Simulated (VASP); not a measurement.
# Tc (Fm-3m) in VASP: a series of runs

Tc is run at these levels: r2SCAN+rVV10, LDA, PBE, PBE+D3(BJ), PBE+D4; tasks: relaxation of cell and atoms, single point.

Everything below comes from runs of VASP 6.6.1. Logs are shortened: lines on timing, memory, paths and dates and some standing lists are left out, and cuts for length are marked.

**1. The cell of the first run**

Symmetry: Fm-3m, No. 225, cubic system. The conventional cell has a = 3.900 Å, b = 3.900 Å, c = 3.900 Å, α = 90.00°, β = 90.00°, γ = 90.00°. Tc (site symmetry m-3m) has 12 Tc at 2.76 Å within 3.6 Å.

**2. Relaxation of cell and atoms, r2SCAN+rVV10**

Input file POSCAR:

```
Tc
1.0
    0.0000000000      1.9500000000      1.9500000000
    1.9500000000      0.0000000000      1.9500000000
    1.9500000000      1.9500000000      0.0000000000
Tc
1
Direct
    0.0000000000      0.0000000000      0.0000000000
```

Input file INCAR.step1:

```
PREC = Accurate
ENCUT = 600
ISMEAR = -1
SIGMA = 0.05
LREAL = F
LASPH = T
NELM = 60
GGA = PE
ALGO = Normal
EDIFF = 1E-4
LWAVE = T
LCHARG = F
```

Input file INCAR.step2:

```
PREC = Accurate
ENCUT = 600
EDIFF = 1E-6
ISMEAR = -1
SIGMA = 0.05
LREAL = F
LASPH = T
NELM = 60
ALGO = Normal
ISIF = 3
LWAVE = F
LCHARG = F
METAGGA = R2SCAN
LMIXTAU = T
LUSE_VDW = T
IVDW_NL = 2
BPARAM = 11.95
CPARAM = 0.0093
IBRION = 2
NSW = 60
EDIFFG = -0.01
ISTART = 1
```

Input file KPOINTS:

```
regular mesh
0
Gamma
  12 12 12
```

Potentials or basis: VASP PAW PBE potentials, release 64 (Tc_pv).

On the command line:

```bash
$ cat potpaw_PBE.64/Tc_pv/POTCAR > POTCAR
$ cp INCAR.step1 INCAR
$ mpirun -np 1 vasp_std > vasp.out
$ cp INCAR.step2 INCAR
$ mpirun -np 1 vasp_std > vasp.out
```

OUTCAR:

```text
PREC = Accurate
   ENCUT = 600
   EDIFF = 1E-6
   ISMEAR = -1
   LREAL = F
   LASPH = T
   NELM = 60
   ISIF = 3
   METAGGA = R2SCAN
   IVDW_NL = 2
   BPARAM = 11.95
   IBRION = 2
   NSW = 60
   EDIFFG = -0.01
   ISTART = 1

 ion  position               nearest neighbor table
   1  0.000  0.000  0.000-

  LATTYP: Found a face centered cubic cell.
 ALAT       =     3.9000000000

  Lattice vectors:

 A1 = (   0.0000000000,   1.9500000000,   1.9500000000)
 A2 = (   1.9500000000,   0.0000000000,   1.9500000000)
 A3 = (   1.9500000000,   1.9500000000,   0.0000000000)

Analysis of symmetry for initial positions (statically):
=====================================================================
 Subroutine PRICEL returns:
 Original cell was already a primitive cell.

 Routine SETGRP: Setting up the symmetry group for a
 face centered cubic supercell.

 Subroutine GETGRP returns: Found 48 space group operations
[... 9 lines left out ...]

 Routine SETGRP: Setting up the symmetry group for a
 face centered cubic supercell.

 Subroutine GETGRP returns: Found 48 space group operations
[... 11 lines left out ...]
                                     Primitive cell

  volume of cell :      14.8297

  direct lattice vectors                    reciprocal lattice vectors
     0.000000000  1.950000000  1.950000000    -0.256410256  0.256410256  0.256410256
     1.950000000  0.000000000  1.950000000     0.256410256 -0.256410256  0.256410256
     1.950000000  1.950000000  0.000000000     0.256410256  0.256410256 -0.256410256

  length of vectors
     2.757716447  2.757716447  2.757716447     0.444115592  0.444115592  0.444115592

  position of ions in fractional coordinates (direct lattice)
     0.000000000  0.000000000  0.000000000

  ion indices of the primitive-cell ions
   primitive index   ion index
                 1           1

----------------------------------------------------------------------------------------

 KPOINTS: regular mesh

Automatic generation of k-mesh.
 Grid dimensions read from file:
 generate k-points for:   12   12   12

 Generating k-lattice:

  Cartesian coordinates                     Fractional coordinates (reciprocal lattice)
    -0.021367521  0.021367521  0.021367521     0.083333333  0.000000000  0.000000000
     0.021367521 -0.021367521  0.021367521     0.000000000  0.083333333  0.000000000
     0.021367521  0.021367521 -0.021367521     0.000000000  0.000000000  0.083333333

  Length of vectors
     0.037009633  0.037009633  0.037009633

  Shift w.r.t. Gamma in fractional coordinates (k-lattice)
     0.000000000  0.000000000  0.000000000

 Subroutine IBZKPT returns following result:
 ===========================================

 Found     72 irreducible k-points:

 Following reciprocal coordinates:
            Coordinates               Weight
  0.000000  0.000000  0.000000      1.000000
  0.083333  0.000000  0.000000      8.000000
  0.166667  0.000000  0.000000      8.000000
  0.250000  0.000000  0.000000      8.000000
  0.333333  0.000000  0.000000      8.000000
  0.416667  0.000000  0.000000      8.000000
[... 16 lines left out ...]
  0.500000  0.166667  0.000000     24.000000
 -0.416667  0.166667  0.000000     24.000000
 [... further k-points ...]
   k-points           NKPTS =     72   k-points in BZ     NKDIM =     72   number of bands    NBANDS=     10
   number of dos      NEDOS =    301   number of ions     NIONS =      1
   total plane-waves  NPLWV =  13824
   dimension x,y,z NGX =    24 NGY =   24 NGZ =   24
   dimension x,y,z NGXF=    48 NGYF=   48 NGZF=   48
   ions per type =               1
   NGX,Y,Z   is equivalent  to a cutoff of  14.47, 14.47, 14.47 a.u.
   NGXF,Y,Z  is equivalent  to a cutoff of  28.94, 28.94, 28.94 a.u.
 SYSTEM =  unknown system
   PREC   = accura    normal or accurate (medium, high low for compatibility)
   ISTART =      1    job   : 0-new  1-cont  2-samecut
   ICHARG =      0    charge: 1-file 2-atom 10-const
   ISPIN  =      1    spin polarized calculation?
   LNONCOLLINEAR =      F non collinear calculations
   LSORBIT =      F    spin-orbit coupling
   LASPH  =      T    aspherical Exc in radial PAW
   ENCUT  =  600.0 eV  44.10 Ry    6.64 a.u.   5.51  5.51  5.51*2*pi/ulx,y,z
   NELM   =     60;   NELMIN=  2; NELMDL=  0     # of ELM steps
   EDIFF  = 0.1E-05   stopping-criterion for ELM
   LREAL  =      F    real-space projection
   EDIFFG = -.1E-01   stopping-criterion for IOM
   NSW    =     60    number of steps for IOM
   IBRION =      2    ionic relax: 0-MD 1-quasi-New 2-CG
   NFREE  =      1    steps in history (QN), initial steepest desc. (CG)
   ISIF   =      3    stress and relaxation
   ISYM   =      2    0-nonsym 1-usesym 2-fastsym
   POTIM  = 0.5000    time-step for ionic-motion
   TEBEG  =    0.0;   TEEND  =   0.0 temperature during run
   PSTRESS=    0.0 pullay stress
   NELECT =      13.0000    total number of electrons
   NUPDOWN=      -1.0000    fix difference up-down
   EMIN   =  10.00;   EMAX   =-10.00  energy-range for DOS
   EFERMI =   0.00;   METHOD = LEGACY
   ISMEAR =    -1;   SIGMA  =   0.05  broadening in eV -4-tet -1-fermi 0-gaus
   EFERMI_NEDOS =   21; number of points for ismear=-14 and -15
   IALGO  =     38    algorithm
   IMIX   =      4    mixing-type and parameters
     AMIX     =   0.40;   BMIX     =  1.00
     AMIX_MAG =   1.60;   BMIX_MAG =  1.00
  volume/ion in A,a.u.               =      14.83       100.08
  Fermi-wavevector in a.u.,A,eV,Ry     =   1.566792  2.960808 33.400086  2.454837
  Thomas-Fermi vector in A             =   2.669068
   LORBIT       =      0    0 simple, 1 ext, 2 COOP (PROOUT), +10 PAW based schemes
   METAGGA = R2SCAN    functional components
   LHFCALC =     F    Hartree Fock is set to
   AEXX    =    0.0000 exact exchange contribution
   IVDW_NL    =     2    kernel type
   BPARAM     =11.9500
   IVDW    =     0    specifies the selected vdW correction
   LEPSILON=     F    determine dielectric tensor
   LRPA    =     F    only Hartree local field effects (RPA)
 conjugate gradient relaxation of ions
 non-spin polarized calculation
  energy-cutoff  :      600.00
  volume of cell :       14.83
 maximum number of plane-waves:       531
 NGX is ok and might be reduce to    24
   NGX = 11   NGY = 11   NGZ = 11

--------------------------------------- Ionic step        1  -------------------------------------------

 number of electron      13.0000001 magnetization

 Free energy of the ion-electron system (eV)
  ---------------------------------------------------
  ext. energy  EPLUGINS =         0.00000000
  ---------------------------------------------------
  free energy    TOTEN  =       -25.67653386 eV

  energy without entropy =      -25.66749252  energy(sigma->0) =      -25.67201319

------------------------ aborting loop because EDIFF is reached ----------------------------------------

  FORCE on cell =-STRESS in cart. coord.  units (eV):
  Direction    XX          YY          ZZ          XY          YZ          ZX
  --------------------------------------------------------------------------------------
  -------------------------------------------------------------------------------------
  Total       -1.1296339     -1.1296339     -1.1296339      0.0000000     -0.0000000      0.0000000
  in kB     -122.0434433   -122.0434433   -122.0434433      0.0000000     -0.0000000      0.0000000
  external PRESSURE =    -122.0434433 kB  Pullay stress =       0.0000000 kB
[... 90 lines left out ...]
  energy  without entropy=      -25.6911125295  energy(sigma->0) =      -25.69561054

--------------------------------------- Ionic step        4  -------------------------------------------

 number of electron      13.0000000 magnetization

 Free energy of the ion-electron system (eV)
  ---------------------------------------------------
  ext. energy  EPLUGINS =         0.00000000
  ---------------------------------------------------
  free energy    TOTEN  =       -25.70017215 eV

  energy without entropy =      -25.69117367  energy(sigma->0) =      -25.69567291

 E-fermi :  12.9240     XC(G=0): -15.1814

 val. band max:       12.9154994715   @ k =   0.5000   0.2500   0.0000
 cond. band min:      12.9797766070   @ k =  -0.2500   0.3333   0.0833
 fundamental gap:      0.0642771355
 Fermi energy:        12.9239844409

 k-point     1 :       0.0000    0.0000    0.0000
  band No.  band energies     occupation
      1     -26.7316      2.00000
      2     -26.7316      2.00000
      3     -26.7316      2.00000
      4       4.8709      2.00000
      5      10.9367      2.00000
      6      10.9367      2.00000
      7      10.9367      2.00000
      8      13.7993      0.00000
      9      13.7993      0.00000
     10      27.4368      0.00000
[... 287 lines left out ...]
 k-point    24 :      -0.4167    0.1667    0.0000
  band No.  band energies     occupation
      1     -28.0070      2.00000
      2     -27.1758      2.00000
      3     -26.9668      2.00000
      4       7.8374      2.00000
      5       9.8876      2.00000
      6      11.6646      2.00000
      7      11.8562      2.00000
      8      15.4233      0.00000
      9      18.9306      0.00000
     10      24.0765      0.00000

 [... further k-points ...]
[... 5 lines left out ...]
  --------------------------------------------------------------------------------------
  -------------------------------------------------------------------------------------
  Total       -0.0094862     -0.0094862     -0.0094862      0.0000000      0.0000000      0.0000000
  in kB       -1.0674798     -1.0674798     -1.0674798      0.0000000      0.0000000      0.0000000
  external PRESSURE =      -1.0674798 kB  Pullay stress =       0.0000000 kB
[... 16 lines left out ...]
  FREE ENERGIE OF THE ION-ELECTRON SYSTEM (eV)
  ---------------------------------------------------
  free  energy   TOTEN  =       -25.7001721499 eV

  energy  without entropy=      -25.6911736680  energy(sigma->0) =      -25.69567291

 reached required accuracy - stopping structural energy minimisation
```

Run time: 3.7 min. Hardware: 1 thread of Intel Xeon Platinum 8259CL at 2.50GHz (Skylake/Cascade Lake), shared host; peak memory 0.23 GiB.

Results:

```
Free energy                            : -25.7002 eV
Relaxed volume                         : 14.24 Å³/atom
Relaxed cell                           : a = 2.721 Å, b = 2.721 Å, c = 2.721 Å, α = 60.00°, β = 60.00°, γ = 60.00°
Space group after relaxing (to 0.05 Å) : Fm-3m (No. 225)
Energy gained by relaxing              : 23.6 meV/atom
Ionic steps                            : 4
Pressure after relaxing                : -0.1 GPa
```

The path:
| step | energy change (eV) | largest force (eV/Å) | pressure (GPa) | volume (Å³) |
| --- | --- | --- | --- | --- |
| 1 | 0.0000 | 0.0000 | -12.20 | 14.83 |
| 2 | 0.2336 | 0.0000 | 54.41 | 12.53 |
| 3 | -0.0236 | 0.0000 | -0.68 | 14.26 |
| 4 | -0.0236 | 0.0000 | -0.11 | 14.24 |

Final structure:
```
Tc
1.0
     0.00000    1.92370    1.92370
     1.92370    0.00000    1.92370
     1.92370    1.92370    0.00000
Tc
1
Direct
  0.00000 0.00000 0.00000
```

Caveat: the PAW data sets were made with another functional, which shifts forces and pressure a little.

(Part 1 of 2 ends here.)
